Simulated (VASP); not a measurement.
# TiSi2 (Cmcm) in VASP: single point with PBE

Aim: the single point of TiSi2 with PBE.

All numbers are computed with VASP 6.6.1; they aren't measurements. Logs are shortened: lines on timing, memory, paths and dates and some standing lists are left out, and cuts for length are marked.

**1. The cell of the first run**

It takes space group Cmcm (No. 63, orthorhombic). The conventional cell has a = 3.406 Å, b = 13.018 Å, c = 3.436 Å, α = 90.00°, β = 90.00°, γ = 90.00°. Within 3.5 Å of Ti (site symmetry m2m) lie 10 Si at 2.48 to 2.72 Å and 6 Ti at 3.16 to 3.44 Å. Within 3.1 Å of Si (site symmetry m2m) lie 6 Si at 2.35 to 3.00 Å and 6 Ti at 2.48 to 2.72 Å. Within 3.2 Å of Si (site symmetry m2m) lie 8 Si at 2.42 to 3.00 Å and 4 Ti at 2.58 Å.

**2. Single point, PBE (equal strain along all axes, cell held: -4.0 %, then relaxed in part)**

File INCAR:

```
SYSTEM = TiSi2
PREC = Accurate
ENCUT = 520
EDIFF = 1E-6
ISMEAR = 0
SIGMA = 0.1
LREAL = .False.
LASPH = .True.
NELM = 100
ALGO = Normal
ISIF = 2
LWAVE = .False.
LCHARG = .True.
GGA = PE
LELF = .True.
LVHAR = .True.
NBANDS = 52
```

File KPOINTS:

```
regular mesh
0
Gamma
  10 4 10
  0 0 0
```

File POSCAR:

```
TiSi2
1.0
    3.4057035403      0.0000000000      0.0000000000
    0.0000000000     13.0182583276      0.0000000000
    0.0000000000      0.0000000000      3.4360532543
Ti Si
4 8
Direct
    0.5000000000      0.6017603729      0.7500000000
    0.0000000000      0.8982396271      0.2500000000
    0.0000000000      0.1017603729      0.7500000000
    0.5000000000      0.3982396271      0.2500000000
    0.5000000000      0.9385581303      0.7500000000
    0.0000000000      0.5614418697      0.2500000000
    0.0000000000      0.7503584505      0.7500000000
    0.5000000000      0.7496415495      0.2500000000
    0.0000000000      0.4385581303      0.7500000000
    0.5000000000      0.0614418697      0.2500000000
    0.5000000000      0.2503584505      0.7500000000
    0.0000000000      0.2496415495      0.2500000000
```

Potentials or basis: VASP PAW PBE potentials, release 64 (Ti_sv, Si).

Started as:

```
> cat potpaw_PBE.64/Ti_sv/POTCAR potpaw_PBE.64/Si/POTCAR > POTCAR
> mpirun -np 1 vasp_std > vasp.out
```

OUTCAR:

```text
SYSTEM = TiSi2
   PREC = Accurate
   ENCUT = 520
   EDIFF = 1E-6
   ISMEAR = 0
   LREAL = .False.
   LASPH = .True.
   NELM = 100
   ISIF = 2
   GGA = PE

 ion  position               nearest neighbor table
   1  0.500  0.602  0.750-   6 2.48   6 2.48   6 2.48   6 2.48   7 2.58   7 2.58   8 2.58   8 2.58
                             9 2.72   9 2.72
   2  0.000  0.898  0.250-   5 2.48   5 2.48   5 2.48   5 2.48   8 2.58   8 2.58   7 2.58   7 2.58
                            10 2.72  10 2.72
   3  0.000  0.102  0.750-  10 2.48  10 2.48  10 2.48  10 2.48  11 2.58  11 2.58  12 2.58  12 2.58
                             5 2.72   5 2.72
   4  0.500  0.398  0.250-   9 2.48   9 2.48   9 2.48   9 2.48  12 2.58  12 2.58  11 2.58  11 2.58
                             6 2.72   6 2.72
   5  0.500  0.939  0.750-  10 2.35  10 2.35   2 2.48   2 2.48   2 2.48   2 2.48   3 2.72   3 2.72
                             7 2.98   7 2.98   8 3.00   8 3.00
   6  0.000  0.561  0.250-   9 2.35   9 2.35   1 2.48   1 2.48   1 2.48   1 2.48   4 2.72   4 2.72
                             8 2.98   8 2.98   7 3.00   7 3.00
   7  0.000  0.750  0.750-   8 2.42   8 2.42   8 2.42   8 2.42   1 2.58   1 2.58   2 2.58   2 2.58
                             5 2.98   5 2.98   6 3.00   6 3.00
   8  0.500  0.750  0.250-   7 2.42   7 2.42   7 2.42   7 2.42   2 2.58   2 2.58   1 2.58   1 2.58
                             6 2.98   6 2.98   5 3.00   5 3.00
   9  0.000  0.439  0.750-   6 2.35   6 2.35   4 2.48   4 2.48   4 2.48   4 2.48   1 2.72   1 2.72
                            11 2.98  11 2.98  12 3.00  12 3.00
  10  0.500  0.061  0.250-   5 2.35   5 2.35   3 2.48   3 2.48   3 2.48   3 2.48   2 2.72   2 2.72
                            12 2.98  12 2.98  11 3.00  11 3.00
  11  0.500  0.250  0.750-  12 2.42  12 2.42  12 2.42  12 2.42   3 2.58   3 2.58   4 2.58   4 2.58
                             9 2.98   9 2.98  10 3.00  10 3.00
  12  0.000  0.250  0.250-  11 2.42  11 2.42  11 2.42  11 2.42   4 2.58   4 2.58   3 2.58   3 2.58
                            10 2.98  10 2.98   9 3.00   9 3.00

  LATTYP: Found a simple orthorhombic cell.
 ALAT       =     3.4057035403
 B/A-ratio  =     1.0089114374
 C/A-ratio  =     3.8224872405

  Lattice vectors:

 A1 = (  -3.4057035403,   0.0000000000,   0.0000000000)
 A2 = (   0.0000000000,   0.0000000000,   3.4360532543)
 A3 = (   0.0000000000,  13.0182583276,   0.0000000000)

Analysis of symmetry for initial positions (statically):
=====================================================================
 Subroutine PRICEL returns following result:

  LATTYP: Found a base centered orthorhombic cell.
 ALAT       =     3.4057035403
 B/A-ratio  =     3.8224872405
 C/A-ratio  =     1.0089114374

  Lattice vectors:
[... 160 lines left out ...]
   PSTRESS=    0.0 pullay stress
   NELECT =      80.0000    total number of electrons
   NUPDOWN=      -1.0000    fix difference up-down
   EMIN   =  10.00;   EMAX   =-10.00  energy-range for DOS
   EFERMI =   0.00;   METHOD = LEGACY
   ISMEAR =     0;   SIGMA  =   0.10  broadening in eV -4-tet -1-fermi 0-gaus
   EFERMI_NEDOS =   21; number of points for ismear=-14 and -15
   IALGO  =     38    algorithm
   IMIX   =      4    mixing-type and parameters
     AMIX     =   0.40;   BMIX     =  1.00
     AMIX_MAG =   1.60;   BMIX_MAG =  1.00
  volume/ion in A,a.u.               =      12.70        85.67
  Fermi-wavevector in a.u.,A,eV,Ry     =   1.320783  2.495919 23.734941  1.744469
  Thomas-Fermi vector in A             =   2.450585
   LORBIT       =      0    0 simple, 1 ext, 2 COOP (PROOUT), +10 PAW based schemes
   GGA     = PE    functional components
   LHFCALC =     F    Hartree Fock is set to
   AEXX    =    0.0000 exact exchange contribution
   IVDW    =     0    specifies the selected vdW correction
   LEPSILON=     F    determine dielectric tensor
   LRPA    =     F    only Hartree local field effects (RPA)
 non-spin polarized calculation
 Gauss-broadening in eV      SIGMA  =   0.10
  energy-cutoff  :      520.00
  volume of cell :      152.34
 maximum number of plane-waves:      4134
 NGX is ok and might be reduce to    28
   NGX = 13   NGY = 49   NGZ = 13

 number of electron      79.9999996 magnetization

 Free energy of the ion-electron system (eV)
  ---------------------------------------------------
  ext. energy  EPLUGINS =         0.00000000
  ---------------------------------------------------
  free energy    TOTEN  =       -80.32876610 eV

  energy without entropy =      -80.31450215  energy(sigma->0) =      -80.32163412

 E-fermi :  12.0139     XC(G=0): -12.1467

 val. band max:       12.0026977372   @ k =   0.4000   0.2500   0.1000
 cond. band min:      12.0389616239   @ k =   0.1000   0.2500   0.0000
 fundamental gap:      0.0362638868
 Fermi energy:        12.0138614605

 k-point     1 :       0.0000    0.0000    0.0000
  band No.  band energies     occupation
      1     -44.4991      2.00000
      2     -44.4987      2.00000
      3     -44.4816      2.00000
      4     -44.4813      2.00000
      5     -20.9208      2.00000
      6     -20.9101      2.00000
[... 1309 lines left out ...]
     51      14.2236      0.00000
     52      14.2236      0.00000

 [... further k-points ...]
[... 5 lines left out ...]
  --------------------------------------------------------------------------------------
  -------------------------------------------------------------------------------------
  Total       21.6928006     15.4573799     22.8825851      0.0000000      0.0000000      0.0000000
  in kB      228.1427087    162.5649265    240.6556467      0.0000000      0.0000000      0.0000000
  external PRESSURE =     210.4544273 kB  Pullay stress =       0.0000000 kB

 VOLUME and BASIS-vectors are now :
 -----------------------------------------------------------------------------
  energy-cutoff  :      520.00
  volume of cell :      152.34
      direct lattice vectors                 reciprocal lattice vectors
     3.405703540  0.000000000  0.000000000     0.293625087  0.000000000  0.000000000
     0.000000000 13.018258328  0.000000000     0.000000000  0.076815191  0.000000000
     0.000000000  0.000000000  3.436053254     0.000000000  0.000000000  0.291031578

 POSITION                                       TOTAL-FORCE (eV/Angst)
 -----------------------------------------------------------------------------------
      1.70285      7.83387      2.57704        -0.000000     -0.002999      0.000000
      0.00000     11.69352      0.85901        -0.000000      0.002999      0.000000
      0.00000      1.32474      2.57704        -0.000000     -0.002999     -0.000000
      1.70285      5.18439      0.85901        -0.000000      0.002999      0.000000
      1.70285     12.21839      2.57704        -0.000000      0.017365     -0.000000
      0.00000      7.30900      0.85901         0.000000     -0.017365      0.000000
      0.00000      9.76836      2.57704        -0.000000     -0.000241     -0.000000
      1.70285      9.75903      0.85901         0.000000      0.000241     -0.000000
      0.00000      5.70926      2.57704        -0.000000      0.017365      0.000000
      1.70285      0.79987      0.85901         0.000000     -0.017365      0.000000
      1.70285      3.25923      2.57704         0.000000     -0.000241      0.000000
      0.00000      3.24990      0.85901        -0.000000      0.000241      0.000000
 -----------------------------------------------------------------------------------
    total drift:                                0.000000      0.000000      0.000000

  FREE ENERGIE OF THE ION-ELECTRON SYSTEM (eV)
  ---------------------------------------------------
  free  energy   TOTEN  =       -80.3287660964 eV

  energy  without entropy=      -80.3145021502  energy(sigma->0) =      -80.32163412
```

OSZICAR:

```text
N       E                     dE             d eps       ncg     rms          rms(c)
DAV:   1     0.925997905930E+03    0.92600E+03   -0.36474E+04 11232   0.168E+03
DAV:   2     0.438671495434E+02   -0.88213E+03   -0.85089E+03 11232   0.511E+02
DAV:   3    -0.741315588605E+02   -0.11800E+03   -0.11319E+03 16624   0.160E+02
DAV:   4    -0.864266308250E+02   -0.12295E+02   -0.12188E+02 16928   0.458E+01
DAV:   5    -0.870106603566E+02   -0.58403E+00   -0.58299E+00 16512   0.960E+00    0.313E+01
DAV:   6    -0.811735144036E+02    0.58371E+01   -0.59165E+01 15740   0.448E+01    0.107E+01
DAV:   7    -0.806180955784E+02    0.55542E+00   -0.16687E+01 15184   0.232E+01    0.908E+00
DAV:   8    -0.803125420143E+02    0.30555E+00   -0.21591E+00 16044   0.885E+00    0.135E+00
DAV:   9    -0.803275939790E+02   -0.15052E-01   -0.18403E-01 15584   0.198E+00    0.108E+00
DAV:  10    -0.803290803985E+02   -0.14864E-02   -0.34799E-02 15868   0.113E+00    0.297E-01
DAV:  11    -0.803287491441E+02    0.33125E-03   -0.49288E-03 16228   0.434E-01    0.381E-02
DAV:  12    -0.803287670777E+02   -0.17934E-04   -0.28028E-04 15884   0.877E-02    0.192E-02
DAV:  13    -0.803287660620E+02    0.10157E-05   -0.24190E-05 16932   0.301E-02    0.754E-03
DAV:  14    -0.803287660964E+02   -0.34442E-07   -0.22192E-06 10760   0.103E-02
   1 F= -.80328766E+02 E0= -.80321634E+02  d E =-.142639E-01
```

stdout:

```text
POSCAR found type information on POSCAR TiSi
 POSCAR found :  2 types and      12 ions
 scaLAPACK will be used
 LDA part: xc-table for (Slater+PW92), standard interpolation
 POSCAR, INCAR and KPOINTS ok, starting setup
 FFT: planning ... GRIDC
 FFT: planning ... GRID_SOFT
 FFT: planning ... GRID
 WAVECAR not read
 entering main loop
```

It took 9.6 min on 1 thread of Intel Xeon 6975P-C (Granite Rapids), shared host; peak memory 0.67 GiB.

What came out:

| Item | Value |
| --- | --- |
| Free energy | -80.3288 eV |
| Pressure | 21.0 GPa |
| Largest force | 0.017 eV/Å |
| Band gap on the k mesh | zero (bands 40 and 41 overlap by 1.05 eV) |

Forces on the atoms (eV/Å):
```
Ti   0.000 -0.003  0.000
Ti   0.000  0.003  0.000
Ti   0.000 -0.003  0.000
Ti   0.000  0.003  0.000
Si   0.000  0.017  0.000
Si   0.000 -0.017  0.000
Si   0.000  0.000  0.000
Si   0.000  0.000  0.000
Si   0.000  0.017  0.000
Si   0.000 -0.017  0.000
Si   0.000  0.000  0.000
Si   0.000  0.000  0.000
```

Levels at points of the mesh, in eV from the Fermi level:
| k point | band 37 | band 38 | band 39 | band 40 | band 41 | band 42 | band 43 | band 44 |
| --- | --- | --- | --- | --- | --- | --- | --- | --- |
| (0.00, 0.00, 0.00) | -1.88 | -1.33 | 0.35 | 0.45 | 0.69 | 0.75 | 0.87 | 0.96 |
| (0.50, 0.00, 0.00) | -1.04 | -1.04 | -0.87 | -0.87 | -0.11 | -0.11 | 1.57 | 1.57 |
| (0.00, 0.50, 0.00) | -1.41 | -1.41 | 0.40 | 0.40 | 0.85 | 0.85 | 0.94 | 0.94 |
| (0.50, 0.50, 0.00) | -0.75 | -0.75 | -0.63 | -0.63 | -0.60 | -0.60 | 1.63 | 1.63 |
| (0.00, 0.00, 0.50) | -0.95 | -0.95 | -0.03 | -0.03 | 0.75 | 0.75 | 1.20 | 1.20 |
| (0.50, 0.00, 0.50) | -2.55 | -2.55 | -2.55 | -2.55 | 1.95 | 1.95 | 1.95 | 1.95 |
| (0.00, 0.50, 0.50) | -0.54 | -0.54 | -0.54 | -0.54 | 0.93 | 0.93 | 0.93 | 0.93 |
| (0.50, 0.50, 0.50) | -2.76 | -2.76 | -2.76 | -2.76 | 1.97 | 1.97 | 1.97 | 1.97 |

Caveat: the cell differs from its parent crystal (equal strain along all axes, cell held: -4.0 %, then relaxed in part); the stress differs along the axes, from 16 to 24 GPa.

The gap in the log of VASP goes by the Fermi energy; the results here count the filled bands.